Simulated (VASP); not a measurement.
# CuO (Cccm) in VASP: single point with PBEsol

Aim: the single point of CuO with PBEsol.

All numbers are computed with VASP 6.6.1; they aren't measurements. Logs are shortened: lines on timing, memory, paths and dates and some standing lists are left out, and cuts for length are marked.

### Step 1. The cell of the first run

It takes space group Cccm (No. 66, orthorhombic). The conventional cell has a = 3.982 Å, b = 4.307 Å, c = 5.156 Å, α = 90.00°, β = 90.00°, γ = 90.00°. Within 2.6 Å of Cu (site symmetry 2/m) lie 4 O at 1.95 Å. O (site symmetry 222) has 4 Cu at 1.95 Å and 2 O at 2.58 Å within 2.6 Å.

### Step 2. Single point, PBEsol

File INCAR:

```
PREC = Accurate
ENCUT = 820
EDIFF = 1E-6
ISMEAR = 0
SIGMA = 0.1
LREAL = F
LASPH = T
NELM = 120
ALGO = Normal
ISIF = 2
LWAVE = F
LCHARG = F
GGA = PS
NBANDS = 33
GGA_COMPAT = F
```

File KPOINTS:

```
Automatic mesh
0
Gamma
  4 4 4
```

File POSCAR:

```
CuO
1.0
    1.9909680000     -2.1535500000      0.0000000000
    1.9909680000      2.1535500000      0.0000000000
    0.0000000000      0.0000000000      5.1559280000
Cu O
2 2
Direct
    0.0000000000      0.5000000000      0.0000000000
    0.5000000000      0.0000000000      0.5000000000
    0.5000000000      0.5000000000      0.2500000000
    0.5000000000      0.5000000000      0.7500000000
```

Potentials or basis: VASP PAW PBE potentials, release 64 (Cu_sv_GW, O).

The run is started by

```
$ cat potpaw_PBE.64/Cu_sv_GW/POTCAR potpaw_PBE.64/O/POTCAR > POTCAR
$ mpirun -np 1 vasp_std > vasp.out
```

OUTCAR:

```text
PREC = Accurate
   ENCUT = 820
   EDIFF = 1E-6
   ISMEAR = 0
   LREAL = F
   LASPH = T
   NELM = 120
   ISIF = 2
   GGA = PS

 ion  position               nearest neighbor table
   1  0.000  0.500  0.000-   3 1.95   4 1.95   3 1.95   4 1.95
   2  0.500  0.000  0.500-   3 1.95   4 1.95   3 1.95   4 1.95
   3  0.500  0.500  0.250-   1 1.95   2 1.95   2 1.95   1 1.95
   4  0.500  0.500  0.750-   1 1.95   2 1.95   2 1.95   1 1.95

  LATTYP: Found a base centered orthorhombic cell.
 ALAT       =     3.9819360000
 B/A-ratio  =     1.0816597755
 C/A-ratio  =     1.2948294498

  Lattice vectors:

 A1 = (   1.9909680000,  -2.1535500000,   0.0000000000)
 A2 = (   1.9909680000,   2.1535500000,   0.0000000000)
 A3 = (   0.0000000000,   0.0000000000,   5.1559280000)

Analysis of symmetry for initial positions (statically):
=====================================================================
 Subroutine PRICEL returns:
 Original cell was already a primitive cell.

 Routine SETGRP: Setting up the symmetry group for a
 base centered orthorhombic supercell.

 Subroutine GETGRP returns: Found  8 space group operations
 (whereof  4 operations were pure point group operations)
 out of a pool of  8 trial point group operations.

The static configuration has the point symmetry C_2h.
 The point group associated with its full space group is D_2h.

Analysis of symmetry for dynamics (positions and initial velocities):
=====================================================================
 Subroutine PRICEL returns:
 Original cell was already a primitive cell.

 Routine SETGRP: Setting up the symmetry group for a
 base centered orthorhombic supercell.

 Subroutine GETGRP returns: Found  8 space group operations
 (whereof  4 operations were pure point group operations)
 out of a pool of  8 trial point group operations.

The dynamic configuration has the point symmetry C_2h.
 The point group associated with its full space group is D_2h.

 Subroutine INISYM returns: Found  8 space group operations
 (whereof  4 operations are pure point group operations),
 and found     1 'primitive' translations

----------------------------------------------------------------------------------------

                                     Primitive cell

[... 85 lines left out ...]
   LNONCOLLINEAR =      F non collinear calculations
   LSORBIT =      F    spin-orbit coupling
   LASPH  =      T    aspherical Exc in radial PAW
   ENCUT  =  820.0 eV  60.27 Ry    7.76 a.u.   6.85  6.85 12.04*2*pi/ulx,y,z
   NELM   =    120;   NELMIN=  2; NELMDL= -5     # of ELM steps
   EDIFF  = 0.1E-05   stopping-criterion for ELM
   LREAL  =      F    real-space projection
   EDIFFG = 0.1E-04   stopping-criterion for IOM
   NSW    =      0    number of steps for IOM
   IBRION =     -1    ionic relax: 0-MD 1-quasi-New 2-CG
   NFREE  =      0    steps in history (QN), initial steepest desc. (CG)
   ISIF   =      2    stress and relaxation
   ISYM   =      2    0-nonsym 1-usesym 2-fastsym
   POTIM  = 0.5000    time-step for ionic-motion
   TEBEG  =    0.0;   TEEND  =   0.0 temperature during run
   PSTRESS=    0.0 pullay stress
   NELECT =      50.0000    total number of electrons
   NUPDOWN=      -1.0000    fix difference up-down
   EMIN   =  10.00;   EMAX   =-10.00  energy-range for DOS
   EFERMI =   0.00;   METHOD = LEGACY
   ISMEAR =     0;   SIGMA  =   0.10  broadening in eV -4-tet -1-fermi 0-gaus
   EFERMI_NEDOS =   21; number of points for ismear=-14 and -15
   IALGO  =     38    algorithm
   IMIX   =      4    mixing-type and parameters
     AMIX     =   0.40;   BMIX     =  1.00
     AMIX_MAG =   1.60;   BMIX_MAG =  1.00
  volume/ion in A,a.u.               =      11.05        74.59
  Fermi-wavevector in a.u.,A,eV,Ry     =   1.705609  3.223134 39.580735  2.909102
  Thomas-Fermi vector in A             =   2.784798
   LORBIT       =      0    0 simple, 1 ext, 2 COOP (PROOUT), +10 PAW based schemes
   GGA     = PS    functional components
   LHFCALC =     F    Hartree Fock is set to
   AEXX    =    0.0000 exact exchange contribution
   IVDW    =     0    specifies the selected vdW correction
   LEPSILON=     F    determine dielectric tensor
   LRPA    =     F    only Hartree local field effects (RPA)
 non-spin polarized calculation
 Gauss-broadening in eV      SIGMA  =   0.10
  energy-cutoff  :      820.00
  volume of cell :       44.21
 maximum number of plane-waves:      2384
   NGX = 13   NGY = 13   NGZ = 25

 number of electron      49.9999989 magnetization

 Free energy of the ion-electron system (eV)
  ---------------------------------------------------
  ext. energy  EPLUGINS =         0.00000000
  ---------------------------------------------------
  free energy    TOTEN  =       -21.69962074 eV

  energy without entropy =      -21.69049426  energy(sigma->0) =      -21.69505750

 E-fermi :   4.8270     XC(G=0): -11.9522

 val. band max:        4.7731551958   @ k =   0.5000   0.0000   0.2500
 cond. band min:       4.8804490319   @ k =  -0.2500   0.2500   0.2500
 fundamental gap:      0.1072938360
 Fermi energy:         4.8269715655

 k-point     1 :       0.0000    0.0000    0.0000
  band No.  band energies     occupation
      1    -107.5947      2.00000
      2    -107.5943      2.00000
      3     -65.2420      2.00000
      4     -65.2416      2.00000
      5     -65.2117      2.00000
      6     -65.2062      2.00000
[... 745 lines left out ...]
     32      16.4537      0.00000
     33      20.0785      0.00000

------------------------ aborting loop because EDIFF is reached ----------------------------------------

  FORCE on cell =-STRESS in cart. coord.  units (eV):
  Direction    XX          YY          ZZ          XY          YZ          ZX
  --------------------------------------------------------------------------------------
  -------------------------------------------------------------------------------------
  Total       -1.4781211     -1.9184945     -2.3226716      0.0000000      0.0000000      0.0000000
  in kB      -53.5629546    -69.5208491    -84.1670919      0.0000000      0.0000000      0.0000000
  external PRESSURE =     -69.0836319 kB  Pullay stress =       0.0000000 kB

 VOLUME and BASIS-vectors are now :
 -----------------------------------------------------------------------------
  energy-cutoff  :      820.00
  volume of cell :       44.21
      direct lattice vectors                 reciprocal lattice vectors
     1.990968000 -2.153550000  0.000000000     0.251134122 -0.232174781  0.000000000
     1.990968000  2.153550000  0.000000000     0.251134122  0.232174781  0.000000000
     0.000000000  0.000000000  5.155928000     0.000000000  0.000000000  0.193951506

 POSITION                                       TOTAL-FORCE (eV/Angst)
 -----------------------------------------------------------------------------------
      0.99548      1.07678      0.00000        -0.000000     -0.000000     -0.000000
      0.99548     -1.07678      2.57796         0.000000     -0.000000     -0.000000
      1.99097      0.00000      1.28898        -0.000000      0.000000     -0.000000
      1.99097      0.00000      3.86695        -0.000000     -0.000000      0.000000
 -----------------------------------------------------------------------------------
    total drift:                                0.000000     -0.000000      0.000000

  FREE ENERGIE OF THE ION-ELECTRON SYSTEM (eV)
  ---------------------------------------------------
  free  energy   TOTEN  =       -21.6996207406 eV

  energy  without entropy=      -21.6904942627  energy(sigma->0) =      -21.69505750
```

stdout:

```text
POSCAR found type information on POSCAR CuO
 POSCAR found :  2 types and       4 ions
 scaLAPACK will be used
 -----------------------------------------------------------------------------
|                                                                             |
|                                                                             |
|     You enforced a specific xc type in the INCAR file but a different       |
|     I HOPE YOU KNOW WHAT YOU ARE DOING!                                     |
|                                                                             |
 -----------------------------------------------------------------------------

 LDA part: xc-table for (Slater+PW92), standard interpolation
 POSCAR, INCAR and KPOINTS ok, starting setup
 FFT: planning ... GRIDC
 FFT: planning ... GRID_SOFT
 FFT: planning ... GRID
 WAVECAR not read
 entering main loop
```

Wall time 38 s (1 thread of AMD EPYC 9R45 (Zen 5), shared host); peak memory 0.2 GiB.

Results:

| Quantity | Value |
| --- | --- |
| Free energy | -21.6996 eV |
| Pressure | -6.9 GPa |
| Band gap on the k mesh | zero (bands 25 and 26 overlap by 1.09 eV) |

Caveat: the k points lie up to 0.54 Å⁻¹ apart, too coarse for converged energies and pressures of a metal; the PAW data sets were made with another functional, which shifts forces and pressure a little; semilocal functionals often make such compounds metallic where correlation or magnetic order opens a gap, which also shifts bond lengths. With open d or f shells a metallic result of PBEsol can be an artefact of self-interaction; +U or a hybrid may open a gap.

The gap in the log of VASP goes by the Fermi energy; the results here count the filled bands.